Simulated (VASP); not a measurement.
A run of VASP 6.6.1 is set up as follows.

Contents of INCAR:

```
SYSTEM = Br
  PREC = Accurate
  ENCUT = 520
  EDIFF = 1E-7
  ISMEAR = 0
  SIGMA = 0.1
  LREAL = .FALSE.
  LASPH = .TRUE.
  NELM = 60
  ALGO = Normal
  ISIF = 2
  LWAVE = .FALSE.
  LCHARG = .FALSE.
  GGA = PE
  NBANDS = 14
```

The input KPOINTS:

```
regular mesh
0
G
  6 6 4
  0 0 0
```

The input POSCAR:

```
Br
1.0
    4.9104466653      0.0000000044      0.0000000000
   -2.4552233364      4.2525715538      0.0000000000
    0.0000000000      0.0000000000      4.4970513293
Br
2
Direct
    0.3333333333      0.6666666667      0.0000000000
    0.6666666667      0.3333333333      0.0000000000
```

Potentials or basis: VASP PAW PBE potentials, release 64 (Br).

Run with:

```bash
$ cat potpaw_PBE.64/Br/POTCAR > POTCAR
$ mpirun -np 1 vasp_std > vasp.out
```

**Question.** Estimate the pressure.

**Answer.** 0.0 GPa.

**Question.** What does it give for the band gap on the k mesh?

**Answer.** Zero (band 7 reaches -2.02 eV, above the bottom of band 8 at -2.05 eV).

Stress tensor (GPa, compression positive):
```
-0.01  0.00  0.00
 0.00 -0.01  0.00
 0.00  0.00  0.10
```

Caveat: this functional lacks dispersion, which binds the layers, so the pressure and a relaxed spacing across them are unreliable.
